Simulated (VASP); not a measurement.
# MgSnSb2 (P-4m2) in VASP: relaxation of cell and atoms with LDA

Aim: the relaxation of cell and atoms of MgSnSb2 with LDA.

All numbers are computed with VASP 6.6.1; they aren't measurements. Logs are shortened: lines on timing, memory, paths and dates and some standing lists are left out, and cuts for length are marked.

## Step 1: The cell of the first run

It takes space group P-4m2 (No. 115, tetragonal). Conventional cell: a = 4.660 Å, b = 4.660 Å, c = 6.585 Å, α = 90.00°, β = 90.00°, γ = 90.00°. Within 3.7 Å of Mg (site symmetry -4m2) lie 4 Sb at 2.82 Å. Within 3.7 Å of Sb (site symmetry 2mm) lie 2 Mg at 2.82 Å and 2 Sn at 2.89 Å. Sn (site symmetry -4m2) has 4 Sb at 2.89 Å within 3.8 Å.

## Step 2: Relaxation of cell and atoms, LDA

Input file INCAR:

```
ALGO = Normal
EDIFF = 1E-6
EDIFFG = -0.005
ENCUT = 600
IBRION = 2
ISIF = 3
ISMEAR = -1
LASPH = T
LCHARG = F
LREAL = F
LWAVE = F
NELM = 80
NSW = 80
PREC = Accurate
SIGMA = 0.02
```

Input file KPOINTS:

```
k-points
0
Gamma
  6 6 4
```

Input file POSCAR:

```
MgSnSb2
1.0
    4.6604181293      0.0000000000      0.0000000000
    0.0000000000      4.6604181293      0.0000000000
    0.0000000000      0.0000000000      6.5849641905
Mg Sb Sn
1 2 1
Direct
    0.0000000000      0.0000000000      0.0000000000
    0.0000000000      0.5000000000      0.2409839050
    0.5000000000      0.0000000000      0.7590160950
    0.5000000000      0.5000000000      0.5000000000
```

Potentials or basis: VASP PAW LDA potentials, release 64 (Mg, Sb, Sn_d).

Launch:

```bash
$ cat potpaw_LDA.64/Mg/POTCAR potpaw_LDA.64/Sb/POTCAR potpaw_LDA.64/Sn_d/POTCAR > POTCAR
$ mpirun -np 1 vasp_std > vasp.out
```

OUTCAR:

```text
EDIFF = 1E-6
   EDIFFG = -0.005
   ENCUT = 600
   IBRION = 2
   ISIF = 3
   ISMEAR = -1
   LASPH = T
   LREAL = F
   NELM = 80
   NSW = 80
   PREC = Accurate

 ion  position               nearest neighbor table
   1  0.000  0.000  0.000-   2 2.82   3 2.82   2 2.82   3 2.82
   2  0.000  0.500  0.241-   1 2.82   1 2.82   4 2.89   4 2.89
   3  0.500  0.000  0.759-   1 2.82   1 2.82   4 2.89   4 2.89
   4  0.500  0.500  0.500-   2 2.89   3 2.89   3 2.89   2 2.89

  LATTYP: Found a simple tetragonal cell.
 ALAT       =     4.6604181293
 C/A-ratio  =     1.4129556636

  Lattice vectors:

 A1 = (   4.6604181293,   0.0000000000,   0.0000000000)
 A2 = (   0.0000000000,   4.6604181293,   0.0000000000)
 A3 = (   0.0000000000,   0.0000000000,   6.5849641905)

Analysis of symmetry for initial positions (statically):
=====================================================================
 Subroutine PRICEL returns:
 Original cell was already a primitive cell.

 Routine SETGRP: Setting up the symmetry group for a
 simple tetragonal supercell.

 Subroutine GETGRP returns: Found  8 space group operations
 (whereof  8 operations were pure point group operations)
 out of a pool of 16 trial point group operations.

The static configuration has the point symmetry D_2d.

Analysis of symmetry for dynamics (positions and initial velocities):
=====================================================================
 Subroutine PRICEL returns:
 Original cell was already a primitive cell.

 Routine SETGRP: Setting up the symmetry group for a
 simple tetragonal supercell.

 Subroutine GETGRP returns: Found  8 space group operations
 (whereof  8 operations were pure point group operations)
 out of a pool of 16 trial point group operations.

The dynamic configuration has the point symmetry D_2d.

 Subroutine INISYM returns: Found  8 space group operations
 (whereof  8 operations are pure point group operations),
 and found     1 'primitive' translations

----------------------------------------------------------------------------------------

                                     Primitive cell

  volume of cell :     143.0221

  direct lattice vectors                    reciprocal lattice vectors
     4.660418129  0.000000000  0.000000000     0.214573022  0.000000000  0.000000000
     0.000000000  4.660418129  0.000000000     0.000000000  0.214573022  0.000000000
[... 113 lines left out ...]
   LORBIT       =      0    0 simple, 1 ext, 2 COOP (PROOUT), +10 PAW based schemes
   GGA     = CA    functional components
   LHFCALC =     F    Hartree Fock is set to
   AEXX    =    0.0000 exact exchange contribution
   IVDW    =     0    specifies the selected vdW correction
   LEPSILON=     F    determine dielectric tensor
   LRPA    =     F    only Hartree local field effects (RPA)
 conjugate gradient relaxation of ions
 non-spin polarized calculation
  energy-cutoff  :      600.00
  volume of cell :      143.02
 maximum number of plane-waves:      4826
 NGX is ok and might be reduce to    40
   NGX = 19   NGY = 19   NGZ = 27

--------------------------------------- Ionic step        1  -------------------------------------------

 number of electron      25.9999991 magnetization

 Free energy of the ion-electron system (eV)
  ---------------------------------------------------
  ext. energy  EPLUGINS =         0.00000000
  ---------------------------------------------------
  free energy    TOTEN  =       -16.18215985 eV

  energy without entropy =      -16.18125644  energy(sigma->0) =      -16.18170815

------------------------ aborting loop because EDIFF is reached ----------------------------------------

  FORCE on cell =-STRESS in cart. coord.  units (eV):
  Direction    XX          YY          ZZ          XY          YZ          ZX
  --------------------------------------------------------------------------------------
  -------------------------------------------------------------------------------------
  Total       -2.3286053     -2.3286053     -2.3592793      0.0000000      0.0000000      0.0000000
  in kB      -26.0857473    -26.0857473    -26.4293669      0.0000000      0.0000000      0.0000000
  external PRESSURE =     -26.2002872 kB  Pullay stress =       0.0000000 kB
[... 95 lines left out ...]
  FREE ENERGIE OF THE ION-ELECTRON SYSTEM (eV)
  ---------------------------------------------------
  free  energy   TOTEN  =       -16.2677278641 eV

  energy  without entropy=      -16.2668504796  energy(sigma->0) =      -16.26728917

[... ionic steps 4 to 7 ...]

--------------------------------------- Ionic step        8  -------------------------------------------

 number of electron      26.0000008 magnetization

------------------------ aborting loop because EDIFF is reached ----------------------------------------
[... 71 lines left out ...]
--------------------------------------- Ionic step       10  -------------------------------------------

 number of electron      26.0000008 magnetization

 Free energy of the ion-electron system (eV)
  ---------------------------------------------------
  ext. energy  EPLUGINS =         0.00000000
  ---------------------------------------------------
  free energy    TOTEN  =       -16.26794417 eV

  energy without entropy =      -16.26706254  energy(sigma->0) =      -16.26750336

 E-fermi :   4.0315     XC(G=0):  -8.6955

 val. band max:        4.0151487980   @ k =   0.1667   0.0000   0.0000
 cond. band min:       4.0727533184   @ k =   0.0000   0.0000   0.0000
 fundamental gap:      0.0576045204
 Fermi energy:         4.0315013535

 k-point     1 :       0.0000    0.0000    0.0000
  band No.  band energies     occupation
      1     -17.4916      2.00000
      2     -17.4894      2.00000
      3     -17.4894      2.00000
      4     -17.4663      2.00000
      5     -17.4439      2.00000
      6      -6.7479      2.00000
[... 457 lines left out ...]
      4     -17.4637      2.00000
      5     -17.4459      2.00000
      6      -5.7838      2.00000
[... 9 lines left out ...]
     16       6.9373      0.00000
     17       7.3922      0.00000

 [... further k-points ...]

------------------------ aborting loop because EDIFF is reached ----------------------------------------

  FORCE on cell =-STRESS in cart. coord.  units (eV):
  Direction    XX          YY          ZZ          XY          YZ          ZX
  --------------------------------------------------------------------------------------
  -------------------------------------------------------------------------------------
  Total       -0.0079327     -0.0079327      0.0019551      0.0000000      0.0000000     -0.0000000
  in kB       -0.0954358     -0.0954358      0.0235208      0.0000000      0.0000000     -0.0000000
  external PRESSURE =      -0.0557836 kB  Pullay stress =       0.0000000 kB
[... 19 lines left out ...]
  FREE ENERGIE OF THE ION-ELECTRON SYSTEM (eV)
  ---------------------------------------------------
  free  energy   TOTEN  =       -16.2679441719 eV

  energy  without entropy=      -16.2670625381  energy(sigma->0) =      -16.26750336

 reached required accuracy - stopping structural energy minimisation
```

OSZICAR:

```text
N       E                     dE             d eps       ncg     rms          rms(c)
DAV:   1     0.169443506490E+03    0.16944E+03   -0.12104E+04  1020   0.156E+03
DAV:   2     0.661146658992E+00   -0.16878E+03   -0.16629E+03  1153   0.318E+02
DAV:   3    -0.160168808484E+02   -0.16678E+02   -0.16230E+02  1311   0.105E+02
DAV:   4    -0.164796192944E+02   -0.46274E+00   -0.46226E+00  1233   0.193E+01
[... 67 lines left out ...]
       N       E                     dE             d eps       ncg     rms          rms(c)
DAV:   1    -0.162680525368E+02   -0.12123E-03   -0.24671E-03  1322   0.733E-01    0.544E-02
DAV:   2    -0.162679667343E+02    0.85802E-04   -0.16184E-04  1296   0.205E-01    0.248E-02
DAV:   3    -0.162679449384E+02    0.21796E-04   -0.64828E-05  1318   0.115E-01    0.441E-03
DAV:   4    -0.162679441719E+02    0.76650E-06   -0.28590E-06   902   0.185E-02
  10 F= -.16267944E+02 E0= -.16267503E+02  d E =-.279702E-04
```

CONTCAR:

```text
MgSnSb2
   1.00000000000000
     4.5476916750816301    0.0000000000000000    0.0000000000000000
     0.0000000000000000    4.5476916750816301    0.0000000000000000
     0.0000000000000000    0.0000000000000000    6.4392849278094255
  Mg              Sb              Sn
     1     2     1
Direct
     0.0000000000000000    0.0000000000000000    0.0000000000000000
     0.0000000000000000    0.5000000000000000    0.2410437181716534
     0.5000000000000000    0.0000000000000000    0.7589562818283467
     0.5000000000000000    0.5000000000000000    0.5000000000000000

  0.00000000E+00  0.00000000E+00  0.00000000E+00
  0.00000000E+00  0.00000000E+00  0.00000000E+00
  0.00000000E+00  0.00000000E+00  0.00000000E+00
  0.00000000E+00  0.00000000E+00  0.00000000E+00
```

Run time: 5.9 min. Hardware: 1 thread of AMD EPYC 7R43 (Zen 3), shared host; peak memory 0.27 GiB.

Results:

* Free energy: -16.2679 eV
* Relaxed volume: 33.29 Å³/atom
* Relaxed cell: a = 4.548 Å, b = 4.548 Å, c = 6.439 Å, α = 90.00°, β = 90.00°, γ = 90.00°
* Space group after relaxing (to 0.05 Å): P-4m2 (No. 115)
* Energy gained by relaxing: 21.4 meV/atom
* Ionic steps: 10
* Pressure after relaxing: 0.0 GPa
* Band gap on the k mesh: zero (band 13 reaches 4.07 eV, above the bottom of band 14 at 3.86 eV)

The path:
```tsv
step	energy change (eV)	largest force (eV/Å)	pressure (GPa)	volume (Å³)
1	0.0000	0.0996	-2.62	143.02
2	-0.0814	0.0705	0.67	131.26
3	-0.0856	0.0358	0.01	133.23
4	-0.0855	0.0326	-0.08	133.42
5	-0.0857	0.0157	-0.05	133.39
6	-0.0857	0.0058	-0.05	133.37
7	-0.0857	0.0143	-0.04	133.32
8	-0.0858	0.0051	-0.06	133.34
9	-0.0858	0.0014	0.04	133.07
10	-0.0858	0.0010	-0.01	133.17
```

Final structure:
```
Mg Sb Sn
1.0
     4.54769    0.00000    0.00000
     0.00000    4.54769    0.00000
     0.00000    0.00000    6.43928
Mg Sb Sn
1 2 1
Direct
  0.00000 0.00000 0.00000
  0.00000 0.50000 0.24104
  0.50000 0.00000 0.75896
  0.50000 0.50000 0.50000
```

Levels at points of the mesh, in eV from the Fermi level:
| k point | band 10 | band 11 | band 12 | band 13 | band 14 | band 15 | band 16 | band 17 |
| --- | --- | --- | --- | --- | --- | --- | --- | --- |
| (0.00, 0.00, 0.00) | -2.29 | -0.32 | -0.25 | 0.04 | 0.04 | 1.08 | 2.49 | 2.95 |
| (0.50, 0.00, 0.00) | -2.80 | -2.71 | -1.64 | -0.39 | 1.16 | 3.36 | 3.56 | 3.74 |
| (0.50, 0.50, 0.00) | -2.91 | -2.22 | -2.22 | -1.29 | 0.35 | 1.24 | 1.24 | 2.73 |
| (0.00, 0.00, 0.50) | -1.96 | -1.96 | -0.79 | -0.79 | 1.06 | 1.08 | 3.21 | 3.57 |
| (0.50, 0.00, 0.50) | -1.57 | -1.37 | -0.70 | -0.35 | -0.17 | 2.29 | 2.91 | 3.36 |
| (0.50, 0.50, 0.50) | -3.17 | -2.66 | -2.66 | -2.10 | 2.65 | 3.58 | 3.58 | 3.94 |

Caveat: spin-orbit coupling is left out, which moves the levels of the heavy elements.
